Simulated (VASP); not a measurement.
# CdAg2 (Fd-3m) in VASP: further runs

Aim: see how the results for CdAg2 move with the level of theory and the settings. Levels: PBE, PBEsol. Tasks: single point.

Everything below comes from runs of VASP 6.6.1. Logs are shortened: lines on timing, memory, paths and dates and some standing lists are left out, and cuts for length are marked.

**1. The cell of the first run**

Symmetry: Fd-3m, No. 227, cubic system. The conventional cell has a = 7.861 Å, b = 7.861 Å, c = 7.861 Å, α = 90.00°, β = 90.00°, γ = 90.00°. Cd (site symmetry -43m) has 12 Ag at 3.26 Å and 4 Cd at 3.40 Å within 4.3 Å. Ag (site symmetry -3m) has 6 Ag at 2.78 Å and 6 Cd at 3.26 Å within 3.7 Å.

**2. Single point, PBE**

The input, POSCAR:

```
CdAg2
1.0
    0.0000000000      3.9307167436      3.9307167436
    3.9307167436      0.0000000000      3.9307167436
    3.9307167436      3.9307167436      0.0000000000
Cd Ag
2 4
Direct
    0.0000000000      0.0000000000      0.0000000000
    0.2500000000      0.2500000000      0.2500000000
    0.6250000000      0.6250000000      0.6250000000
    0.1250000000      0.6250000000      0.6250000000
    0.6250000000      0.6250000000      0.1250000000
    0.6250000000      0.1250000000      0.6250000000
```

The input, INCAR.step1:

```
ALGO     = Fast           # electronic algorithm
EDIFF    = 1E-6           # SCF threshold, eV
ENCUT    = 520            # plane-wave cutoff, eV
GGA      = PE             # functional
ISIF     = 2              # what is computed and relaxed
ISMEAR   = 0              # smearing method
LASPH    = True           # aspherical terms in the spheres
LCHARG   = True           # write CHGCAR
LMAXMIX  = 4              # l up to which the mixer works
LREAL    = False          # projectors in reciprocal space
LWAVE    = False          # write WAVECAR
NBANDS   = 43             # bands
NELM     = 100            # most SCF steps
PREC     = Accurate       # precision mode
SIGMA    = 0.1            # smearing width, eV
```

The input, KPOINTS.step1:

```
k-points
0
Gamma
  8 8 8
```

The input, INCAR.step2:

```
ALGO     = Fast           # electronic algorithm
EDIFF    = 1E-6           # SCF threshold, eV
ENCUT    = 520            # plane-wave cutoff, eV
GGA      = PE             # functional
ICHARG   = 11             # starting density
ISIF     = 2              # what is computed and relaxed
ISMEAR   = -5             # smearing method
LASPH    = True           # aspherical terms in the spheres
LCHARG   = False          # write CHGCAR
LMAXMIX  = 4              # l up to which the mixer works
LORBIT   = 11             # projections on sites
LREAL    = False          # projectors in reciprocal space
LWAVE    = False          # write WAVECAR
NEDOS    = 1001           # points of the DOS
NELM     = 100            # most SCF steps
PREC     = Accurate       # precision mode
SIGMA    = 0.1            # smearing width, eV
```

The input, KPOINTS.step2:

```
k-points
0
Gamma
  12 12 12
```

Potentials or basis: VASP PAW PBE potentials, release 64 (Cd, Ag).

On the command line:

```sh
$ cat potpaw_PBE.64/Cd/POTCAR potpaw_PBE.64/Ag/POTCAR > POTCAR
$ cp INCAR.step1 INCAR
$ cp KPOINTS.step1 KPOINTS
$ mpirun -np 1 vasp_std > vasp.out
$ cp INCAR.step2 INCAR
$ cp KPOINTS.step2 KPOINTS
$ mpirun -np 1 vasp_std > vasp.out
```

OUTCAR:

```text
EDIFF = 1E-6
   ENCUT = 520
   GGA = PE
   ICHARG = 11
   ISIF = 2
   ISMEAR = -5
   LASPH = True
   LORBIT = 11
   LREAL = False
   NELM = 100
   PREC = Accurate

 ion  position               nearest neighbor table
   1  0.000  0.000  0.000-   3 3.26   5 3.26   3 3.26   5 3.26   3 3.26   4 3.26   6 3.26   4 3.26
                             6 3.26   6 3.26   5 3.26   4 3.26   2 3.40   2 3.40   2 3.40   2 3.40
   2  0.250  0.250  0.250-   4 3.26   6 3.26   3 3.26   4 3.26   6 3.26   3 3.26   5 3.26   3 3.26
                             5 3.26   4 3.26   5 3.26   6 3.26   1 3.40   1 3.40   1 3.40   1 3.40
   3  0.625  0.625  0.625-   4 2.78   5 2.78   6 2.78   5 2.78   6 2.78   4 2.78   1 3.26   2 3.26
                             1 3.26   2 3.26   1 3.26   2 3.26
   4  0.125  0.625  0.625-   3 2.78   5 2.78   6 2.78   3 2.78   5 2.78   6 2.78   2 3.26   2 3.26
                             1 3.26   1 3.26   2 3.26   1 3.26
   5  0.625  0.625  0.125-   3 2.78   3 2.78   4 2.78   6 2.78   6 2.78   4 2.78   1 3.26   2 3.26
                             1 3.26   2 3.26   1 3.26   2 3.26
   6  0.625  0.125  0.625-   3 2.78   5 2.78   3 2.78   4 2.78   5 2.78   4 2.78   2 3.26   2 3.26
                             1 3.26   1 3.26   1 3.26   2 3.26

  LATTYP: Found a face centered cubic cell.
 ALAT       =     7.8614334872

  Lattice vectors:

 A1 = (   0.0000000000,   3.9307167436,   3.9307167436)
 A2 = (   3.9307167436,   0.0000000000,   3.9307167436)
 A3 = (   3.9307167436,   3.9307167436,   0.0000000000)

Analysis of symmetry for initial positions (statically):
=====================================================================
 Subroutine PRICEL returns:
 Original cell was already a primitive cell.

 Routine SETGRP: Setting up the symmetry group for a
 face centered cubic supercell.

 Subroutine GETGRP returns: Found 48 space group operations
 (whereof 24 operations were pure point group operations)
 out of a pool of 48 trial point group operations.

The static configuration has the point symmetry T_d .
 The point group associated with its full space group is O_h .

Analysis of symmetry for dynamics (positions and initial velocities):
=====================================================================
 Subroutine PRICEL returns:
 Original cell was already a primitive cell.

 Routine SETGRP: Setting up the symmetry group for a
 face centered cubic supercell.

 Subroutine GETGRP returns: Found 48 space group operations
 (whereof 24 operations were pure point group operations)
[... 127 lines left out ...]
   EFERMI =   0.00;   METHOD = LEGACY
   ISMEAR =    -5;   SIGMA  =   0.10  broadening in eV -4-tet -1-fermi 0-gaus
   EFERMI_NEDOS =   21; number of points for ismear=-14 and -15
   IALGO  =     68    algorithm
   IMIX   =      4    mixing-type and parameters
     AMIX     =   0.40;   BMIX     =  1.00
     AMIX_MAG =   1.60;   BMIX_MAG =  1.00
  volume/ion in A,a.u.               =      20.24       136.61
  Fermi-wavevector in a.u.,A,eV,Ry     =   1.349261  2.549734 24.769488  1.820506
  Thomas-Fermi vector in A             =   2.476863
   LORBIT       =     11    0 simple, 1 ext, 2 COOP (PROOUT), +10 PAW based schemes
   GGA     = PE    functional components
   LHFCALC =     F    Hartree Fock is set to
   AEXX    =    0.0000 exact exchange contribution
   IVDW    =     0    specifies the selected vdW correction
   LEPSILON=     F    determine dielectric tensor
   LRPA    =     F    only Hartree local field effects (RPA)
 non-spin polarized calculation
 RMM-DIIS sequential band-by-band and
 Fermi weights with tetrahedron method with Bloechl corrections
  energy-cutoff  :      520.00
  volume of cell :      121.46
 maximum number of plane-waves:      3294
 NGX is ok and might be reduce to    42

 number of electron      68.0000004 magnetization

 Free energy of the ion-electron system (eV)
  ---------------------------------------------------
  ext. energy  EPLUGINS =         0.00000000
  ---------------------------------------------------
  free energy    TOTEN  =       -12.17808840 eV

  energy without entropy =      -12.17808840  energy(sigma->0) =      -12.17808840

 E-fermi :   5.4631     XC(G=0): -11.2476

 val. band max:        5.5288751592   @ k =   0.5000   0.4167   0.0833
 cond. band min:       5.1528224085   @ k =   0.2500   0.2500   0.0000
 fundamental gap:     -0.3760527507
 Fermi energy:         5.4630672809

 k-point     1 :       0.0000    0.0000    0.0000
  band No.  band energies     occupation
      1      -3.2824      2.00000
      2      -3.2824      2.00000
      3      -3.2824      2.00000
      4      -3.2667      2.00000
      5      -3.2667      2.00000
      6      -3.0121      2.00000
[... 1021 lines left out ...]
     39       9.8295      0.00000
     40      10.3129      0.00000

 [... further k-points ...]

------------------------ aborting loop because EDIFF is reached ----------------------------------------

  FORCE on cell =-STRESS in cart. coord.  units (eV):
  Direction    XX          YY          ZZ          XY          YZ          ZX
  --------------------------------------------------------------------------------------
  -------------------------------------------------------------------------------------
  Total       -0.2116252     -0.2116252     -0.2116252      0.0000000     -0.0000000      0.0000000
  in kB       -2.7914687     -2.7914687     -2.7914687      0.0000000     -0.0000000      0.0000000
  external PRESSURE =      -2.7914687 kB  Pullay stress =       0.0000000 kB

 VOLUME and BASIS-vectors are now :
 -----------------------------------------------------------------------------
  energy-cutoff  :      520.00
  volume of cell :      121.46
      direct lattice vectors                 reciprocal lattice vectors
     0.000000000  3.930716744  3.930716744    -0.127203264  0.127203264  0.127203264
     3.930716744  0.000000000  3.930716744     0.127203264 -0.127203264  0.127203264
     3.930716744  3.930716744  0.000000000     0.127203264  0.127203264 -0.127203264

 POSITION                                       TOTAL-FORCE (eV/Angst)
 -----------------------------------------------------------------------------------
      0.00000      0.00000      0.00000        -0.000000     -0.000000     -0.000000
      1.96536      1.96536      1.96536         0.000000      0.000000      0.000000
      4.91340      4.91340      4.91340         0.000000      0.000000     -0.000000
      4.91340      2.94804      2.94804         0.000000      0.000000     -0.000000
      2.94804      2.94804      4.91340        -0.000000      0.000000     -0.000000
      2.94804      4.91340      2.94804        -0.000000      0.000000     -0.000000
 -----------------------------------------------------------------------------------
    total drift:                                0.000000      0.000000      0.000000

  FREE ENERGIE OF THE ION-ELECTRON SYSTEM (eV)
  ---------------------------------------------------
  free  energy   TOTEN  =       -12.1780884021 eV

  energy  without entropy=      -12.1780884021  energy(sigma->0) =      -12.17808840

 total charge

# of ion       s       p       d       tot
------------------------------------------
    1        0.506   0.199   9.511  10.216
    2        0.506   0.199   9.511  10.216
    3        0.439   0.291   9.151   9.882
    4        0.439   0.291   9.151   9.882
    5        0.439   0.291   9.151   9.882
    6        0.439   0.291   9.151   9.882
--------------------------------------------------
tot          2.767   1.563  55.628  59.958
```

OUTCAR.step1:

```text
EDIFF = 1E-6
   ENCUT = 520
   GGA = PE
   ISIF = 2
[... 1351 lines left out ...]
      4.91340      4.91340      4.91340         0.000000     -0.000000      0.000000
      4.91340      2.94804      2.94804         0.000000     -0.000000      0.000000
      2.94804      2.94804      4.91340         0.000000     -0.000000      0.000000
      2.94804      4.91340      2.94804         0.000000     -0.000000      0.000000
 -----------------------------------------------------------------------------------
    total drift:                                0.000000      0.000000      0.000000

  FREE ENERGIE OF THE ION-ELECTRON SYSTEM (eV)
  ---------------------------------------------------
  free  energy   TOTEN  =       -12.1995365538 eV

  energy  without entropy=      -12.1874328453  energy(sigma->0) =      -12.19348470
```

OSZICAR.step1:

```text
N       E                     dE             d eps       ncg     rms          rms(c)
DAV:   1     0.510362394525E+03    0.51036E+03   -0.35720E+04  2502   0.157E+03
DAV:   2     0.233850737013E+01   -0.50802E+03   -0.48675E+03  2548   0.385E+02
DAV:   3    -0.130895070394E+02   -0.15428E+02   -0.15303E+02  2776   0.766E+01
DAV:   4    -0.131613144746E+02   -0.71807E-01   -0.71757E-01  2711   0.489E+00
DAV:   5    -0.131618356414E+02   -0.52117E-03   -0.52115E-03  2713   0.421E-01    0.996E+00
RMM:   6    -0.122807618935E+02    0.88107E+00   -0.26727E+00  2497   0.942E+00    0.687E+00
RMM:   7    -0.122100638556E+02    0.70698E-01   -0.17068E-01  2537   0.200E+00    0.374E+00
RMM:   8    -0.121999070292E+02    0.10157E-01   -0.26381E-02  2621   0.103E+00    0.340E-01
RMM:   9    -0.121995418017E+02    0.36523E-03   -0.17286E-03  2654   0.218E-01    0.170E-01
RMM:  10    -0.121995302061E+02    0.11596E-04   -0.37856E-04  2693   0.107E-01    0.519E-02
RMM:  11    -0.121995369648E+02   -0.67587E-05   -0.10601E-04  2717   0.571E-02    0.247E-02
RMM:  12    -0.121995362470E+02    0.71773E-06   -0.15517E-05  2657   0.222E-02    0.139E-02
RMM:  13    -0.121995365538E+02   -0.30670E-06   -0.39907E-06  1954   0.100E-02
   1 F= -.12199537E+02 E0= -.12193485E+02  d E =-.121037E-01
```

Run time: 4 min. Hardware: 1 thread of Intel Xeon 6975P-C (Granite Rapids), shared host; peak memory 0.43 GiB.

Results:

```
Valence electrons inside the program's atomic spheres : Cd 10.22; Ag 9.88
```

Levels at points of the mesh, in eV from the Fermi level:
| k point | band 32 | band 33 | band 34 | band 35 | band 36 | band 37 |
| --- | --- | --- | --- | --- | --- | --- |
| (0.00, 0.00, 0.00) | -0.33 | 0.68 | 0.68 | 0.68 | 1.87 | 2.27 |
| (0.50, 0.00, 0.00) | -2.69 | -0.04 | 0.42 | 0.42 | 0.86 | 2.15 |
| (0.50, 0.50, 0.00) | -3.69 | -1.09 | -1.09 | -0.70 | -0.70 | 6.05 |

Caveat: tetrahedron occupations give inexact forces and stress in metals.

**3. Single point, PBEsol**

POSCAR is that of step 2.

The input, INCAR.step1:

```
PREC = Accurate ; ENCUT = 520
EDIFF = 1E-7 ; ISMEAR = 0
SIGMA = 0.1 ; LREAL = F
LASPH = T ; NELM = 60
ALGO = Fast ; ISIF = 2
LWAVE = F ; LCHARG = T
LMAXMIX = 4 ; GGA = PS
NBANDS = 43
```

The input, KPOINTS.step1:

```
regular mesh
0
Gamma
  8 8 8
```

The input, INCAR.step2:

```
PREC = Accurate ; ENCUT = 520
EDIFF = 1E-7 ; ISMEAR = -5
SIGMA = 0.1 ; LREAL = F
LASPH = T ; NELM = 60
ALGO = Fast ; ISIF = 2
LWAVE = F ; LCHARG = F
LMAXMIX = 4 ; GGA = PS
LORBIT = 10 ; NBANDS = 43
NEDOS = 1001 ; ICHARG = 11
```

The input, KPOINTS.step2:

```
regular mesh
0
Gamma
  12 12 12
```

Potentials or basis: VASP PAW PBE potentials, release 64 (Cd, Ag).

On the command line:

```sh
$ cat potpaw_PBE.64/Cd/POTCAR potpaw_PBE.64/Ag/POTCAR > POTCAR
$ cp INCAR.step1 INCAR
$ cp KPOINTS.step1 KPOINTS
$ mpirun -np 1 vasp_std > vasp.out
$ cp INCAR.step2 INCAR
$ cp KPOINTS.step2 KPOINTS
$ mpirun -np 1 vasp_std > vasp.out
```

Run time: 4.1 min. Hardware: 1 thread of Intel Xeon 6975P-C (Granite Rapids), shared host; peak memory 0.44 GiB.

It converged, with:

* Valence electrons inside the program's atomic spheres: Cd 10.21; Ag 9.87

Levels at points of the mesh, in eV from the Fermi level:
```
           k point  band 30  band 31  band 32  band 33  band 34  band 35  band 36  band 37  band 38  band 39
(0.00, 0.00, 0.00)    -2.61    -2.61    -0.35     0.66     0.66     0.66     1.87     2.24     2.95     2.95
(0.50, 0.00, 0.00)    -3.55    -3.55    -2.61    -0.05     0.41     0.41     0.87     2.16     2.16     5.10
(0.50, 0.50, 0.00)    -3.68    -3.62    -3.62    -1.08    -1.08    -0.68    -0.68     6.03     6.03     6.97
```

Caveat: the PAW data sets were made with another functional, which shifts forces and pressure a little; tetrahedron occupations give inexact forces and stress in metals.
